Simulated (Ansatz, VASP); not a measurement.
Sn2Te3Se: VASP beside Ansatz

The input INCAR:

```
SYSTEM = Sn2Te3Se
PREC = Accurate
ENCUT = 520
EDIFF = 1E-6
ISMEAR = 0
SIGMA = 0.1
LREAL = .False.
LASPH = .True.
NELM = 100
ALGO = Normal
ISIF = 2
LWAVE = .False.
LCHARG = .False.
GGA = PE
NBANDS = 35
```

KPOINTS

```
regular mesh
0
Gamma
  6 6 2
  0 0 0
```

POSCAR

```
Sn2Te3Se
1.0
    4.7936443900      0.0000000000      0.0000000000
   -2.3968222000      4.1514178200      0.0000000000
    0.0000000000      0.0000000000     10.0953369700
Sn Te Se
2 3 1
Direct
    0.3333333300      0.6666666700      0.2462391900
    0.3333333300      0.6666666700      0.7537608100
    0.6666666700      0.3333333300      0.5000000000
    0.0000000000      0.0000000000      0.0000000000
    0.0000000000      0.0000000000      0.5000000000
    0.6666666700      0.3333333300      0.0000000000
```

Input for Ansatz:

```yaml
crystal:
  lattice:
    - [4.79364439, 0.0, 0.0]
    - [-2.3968222, 4.15141782, 0.0]
    - [0.0, 0.0, 10.09533697]
  atoms:
    - { symbol: Sn, position: [0.33333333, 0.66666667, 0.24623919] }
    - { symbol: Sn, position: [0.33333333, 0.66666667, 0.75376081] }
    - { symbol: Te, position: [0.66666667, 0.33333333, 0.5] }
    - { symbol: Te, position: [0.0, 0.0, 0.0] }
    - { symbol: Te, position: [0.0, 0.0, 0.5] }
    - { symbol: Se, position: [0.66666667, 0.33333333, 0.0] }
basis:
  ecutwfc: 420
kpoints:
  mp_grid: { grid: [6, 6, 2] }
hamiltonian:
  xc: pbe
scf:
  occupations: { method: gaussian, width: 0.1 }
  lower_state_search: "off"
output:
  forces: true
  stress: true
  eigenvalues: true
```

Change from the starting cell: species swapped into the La2CuSi3 type (P-6m2, No. 187).

Alike in both runs: task single point; functional PBE; k mesh 6 × 6 × 2; occupations gaussian, width 0.1 eV; no spin polarisation.

|  | VASP | Ansatz |
| --- | --- | --- |
| version | VASP 6.6.1 | Ansatz 0.2.0 |
| potentials or method | VASP PAW PBE potentials, release 64 (Sn_d, Te, Se), cutoff 520 eV | scalar-relativistic, plane waves, PAW |
| valence electrons in the cell | 52 | 92 |

|  | VASP | Ansatz | Ansatz less VASP |
| --- | --- | --- | --- |
| gap on the k mesh at the Fermi level (eV) | none | none | - |
| pressure (GPa) | 2.8 | 2.8 | +0.01 |
| traceless stress, the component that is largest in VASP (GPa) | -9.30 | -9.30 | +0.003 |
| rms of the force components (eV/Å) | 0.075 | 0.075 | -0.0003 |

Atom by atom the forces differ by 0.000 eV/Å (rms over components). A gap of «none» marks a metal or a gap that the smearing closes. VASP's potentials hold 52 valence electrons a cell and Ansatz's 92, so a difference there can come from the potentials and not from the codes.

Spin-orbit coupling is off throughout.
